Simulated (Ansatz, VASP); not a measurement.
# Two plane-wave programs on ZnS

Contents of INCAR:

```
SYSTEM = ZnS
PREC = Accurate ; ENCUT = 520
EDIFF = 1E-7 ; ISMEAR = 0
SIGMA = 0.05 ; LREAL = .FALSE.
LASPH = .TRUE. ; NELM = 80
ALGO = Normal ; ISIF = 2
LWAVE = .FALSE. ; LCHARG = .FALSE.
GGA = PE ; NBANDS = 46
```

The input KPOINTS:

```
regular mesh
0
G
  12 12 2
  0 0 0
```

Contents of POSCAR:

```
ZnS
1.0
    3.8467234474      0.0000000000      0.0000000000
   -1.9233617237      3.3313602268      0.0000000000
    0.0000000000      0.0000000000     12.5902250312
Zn S
4 4
Direct
    0.0000000000      0.0000000000      0.0238783569
    0.0000000000      0.0000000000      0.5238783569
    0.3333333333      0.6666666667      0.2262437726
    0.6666666667      0.3333333333      0.7262437726
    0.0000000000      0.0000000000      0.1928238676
    0.0000000000      0.0000000000      0.6928238676
    0.3333333333      0.6666666667      0.4320048763
    0.6666666667      0.3333333333      0.9320048763
```

Input for Ansatz:

```yaml
crystal:
  lattice:
    - [3.8467234474, 0.0, 0.0]
    - [-1.9233617237, 3.3313602268, 0.0]
    - [0.0, 0.0, 12.5902250312]
  atoms:
    - { symbol: Zn, position: [0.0, 0.0, 0.0238783569] }
    - { symbol: Zn, position: [0.0, 0.0, 0.5238783569] }
    - { symbol: Zn, position: [0.3333333333, 0.6666666667, 0.2262437726] }
    - { symbol: Zn, position: [0.6666666667, 0.3333333333, 0.7262437726] }
    - { symbol: S, position: [0.0, 0.0, 0.1928238676] }
    - { symbol: S, position: [0.0, 0.0, 0.6928238676] }
    - { symbol: S, position: [0.3333333333, 0.6666666667, 0.4320048763] }
    - { symbol: S, position: [0.6666666667, 0.3333333333, 0.9320048763] }
basis:
  ecutwfc: 420
kpoints:
  mp_grid: { grid: [12, 12, 2] }
hamiltonian:
  xc: pbe
scf:
  occupations: { method: gaussian, width: 0.05 }
output:
  forces: true
  stress: true
  eigenvalues: true
```

Change from the starting cell: mode 12 (188.4 1/cm) frozen in, largest displacement +0.300 Å.

Alike in both runs: task single point; functional PBE; k mesh 12 × 12 × 2; occupations gaussian, width 0.05 eV; no spin polarisation.

|  | VASP | Ansatz |
| --- | --- | --- |
| version | VASP 6.6.1 | Ansatz 0.2.0 |
| potentials or method | VASP PAW PBE potentials, release 64 (Zn, S), cutoff 520 eV | scalar-relativistic, plane waves, PAW |
| valence electrons in the cell | 72 | 72 |

```tsv
	VASP	Ansatz	Ansatz less VASP
gap on the k mesh at the Fermi level (eV)	0.99	1.00	+0.009
least direct gap on the mesh (eV)	0.99	1.00	+0.009
pressure (GPa)	1.9	1.8	-0.15
traceless stress, the component that is largest in VASP (GPa)	1.01	1.03	+0.022
rms of the force components (eV/Å)	1.210	1.201	-0.0095
```

Atom by atom the forces differ by 0.011 eV/Å (rms over components).
